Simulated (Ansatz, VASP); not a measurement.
Zr in VASP and in Ansatz

The input INCAR:

```
PREC = Accurate
ENCUT = 520
EDIFF = 1E-8
ISMEAR = -1
SIGMA = 0.08
LREAL = F
LASPH = T
NELM = 60
ALGO = Normal
ISIF = 2
LWAVE = F
LCHARG = F
GGA = PE
LEFG = T
NBANDS = 19
```

KPOINTS

```
regular mesh
0
Gamma
  13 13 7
```

File POSCAR:

```
Zr
1.0
    3.2319982225      0.0000000000      0.0000000000
   -1.6159991112      2.7989925656      0.0000000000
    0.0000000000      0.0000000000      5.0955300000
Zr
2
Direct
    0.3333333333      0.6666666667      0.2500000000
    0.6666666667      0.3333333333      0.7500000000
```

Input for Ansatz:

```yaml
crystal:
  lattice:
    - [3.2319982225, 0.0, 0.0]
    - [-1.6159991112, 2.7989925656, 0.0]
    - [0.0, 0.0, 5.09553]
  atoms:
    - { symbol: Zr, position: [0.3333333333, 0.6666666667, 0.25] }
    - { symbol: Zr, position: [0.6666666667, 0.3333333333, 0.75] }
kpoints:
  mp_grid: { grid: [13, 13, 7] }
scf:
  occupations: { method: fermi_dirac, width: 0.08 }
hamiltonian:
  xc: pbe
  pseudopotentials: { kind: paw }
output:
  forces: true
  stress: true
  eigenvalues: true
  efg: { contact_densities: true }
```

Change from the starting cell: zz strain of -1 %, PAW files.

Alike in both runs: task electric field gradients; functional PBE; k mesh 13 × 13 × 7; occupations fermi-dirac, width 0.08 eV; no spin polarisation.

|  | VASP | Ansatz |
| --- | --- | --- |
| version | VASP 6.6.1 | Ansatz 0.2.0 |
| potentials or method | VASP PAW PBE potentials, release 64 (Zr_sv) | PAW with Ansatz's default frozen-core files, scalar-relativistic |
| plane-wave cutoff (eV) | 520 | 420 |
| valence electrons in the cell | 24 | 24 |

|  | VASP | Ansatz | Ansatz less VASP |
| --- | --- | --- | --- |
| pressure (GPa) | 1.5 | 1.5 | -0.01 |
| traceless stress, the component that is largest in VASP (GPa) | 1.13 | 1.13 | +0.002 |
| size of Vzz on the site where it differs most (V/Å²) | 48.0 | 48.5 | +0.46 |
